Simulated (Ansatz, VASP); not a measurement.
## Two plane-wave programs on TaN

```xyz
6
Lattice="5.1782 0.0000 0.0000 -2.5891 4.4844 0.0000 0.0000 0.0000 2.8956" Properties=species:S:1:pos:R:3 pbc="T T T"
Ta    0.0000    0.0000    0.0000
Ta    0.0000    2.9896    1.4478
Ta    2.5891    1.4948    1.4478
N     2.0372    0.0000    0.0000
N     1.5705    2.7201    0.0000
N    -1.0186    1.7643    0.0000
```

Alike in both runs: functional PBEsol; k mesh 9 × 9 × 12; occupations gaussian, width 0.1 eV; no spin polarisation.

Ansatz relaxed the structure, and its values are those at the end. VASP's run is a single point on that final structure, the one shown.

|  | VASP | Ansatz |
| --- | --- | --- |
| version | VASP 6.6.1 | Ansatz 0.2.0 |
| potentials or method | VASP PAW PBE potentials, release 64 (Ta_pv, N), cutoff 520 eV | scalar-relativistic, plane waves, PAW |
| valence electrons in the cell | 48 | 54 |

VASP gave:

```
gap on the k mesh at the Fermi level (eV) : none
pressure (GPa)                            : 1.0
```

Estimate Ansatz's values.

gap on the k mesh at the Fermi level (eV): none; pressure (GPa): 0.0.

VASP's potentials were made for PBE, not for PBEsol, and Ansatz warns of the same on its side. A gap of «none» marks a metal or a gap that the smearing closes. With one functional, cell and mesh, what is left measures potentials, basis and numerics. VASP's potentials hold 48 valence electrons a cell and Ansatz's 54, so a difference there can come from the potentials and not from the codes.

Spin-orbit coupling is off throughout.
